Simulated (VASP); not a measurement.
Here is a VASP 6.6.1 calculation.

File INCAR:

```
PREC     = Accurate       # precision mode
ENCUT    = 520            # plane-wave cutoff, eV
EDIFF    = 1E-6           # SCF threshold, eV
ISMEAR   = -1             # smearing method
SIGMA    = 0.02           # smearing width, eV
LREAL    = False          # projectors in reciprocal space
LASPH    = True           # aspherical terms in the spheres
NELM     = 80             # most SCF steps
ALGO     = Normal         # electronic algorithm
ISIF     = 2              # what is computed and relaxed
LWAVE    = False          # write WAVECAR
LCHARG   = False          # write CHGCAR
GGA      = PE             # functional
NBANDS   = 16             # bands
```

KPOINTS

```
Automatic mesh
0
Gamma
  8 8 8
```

POSCAR

```
ZnS
1.0
    0.0771858376      2.6940955541      2.6940955541
    2.6940955541      0.0771858376      2.6940955541
    2.7712813917      2.7712813917      0.0000000000
Zn S
1 1
Direct
    0.2449123997      0.2449123997      0.2550876003
    0.0050876003      0.0050876003     -0.0050876003
```

Potentials or basis: VASP PAW PBE potentials, release 64 (Zn, S).

Command:

```console
$ cat potpaw_PBE.64/Zn/POTCAR potpaw_PBE.64/S/POTCAR > POTCAR
$ mpirun -np 1 vasp_std > vasp.out
```

Task: Predict the band gap on the k mesh.

Result: 1.95 eV.

Task: What does it give for the largest force?

Result: 0.018 eV/Å.

Task: Predict the pressure.

Result: 2.5 GPa.

Stress tensor (GPa, compression positive):
```
 2.51 -2.76  0.00
-2.76  2.51  0.00
 0.00  0.00  2.44
```

Caveat: the cell differs from its parent crystal (shear xy strain +5.7%).
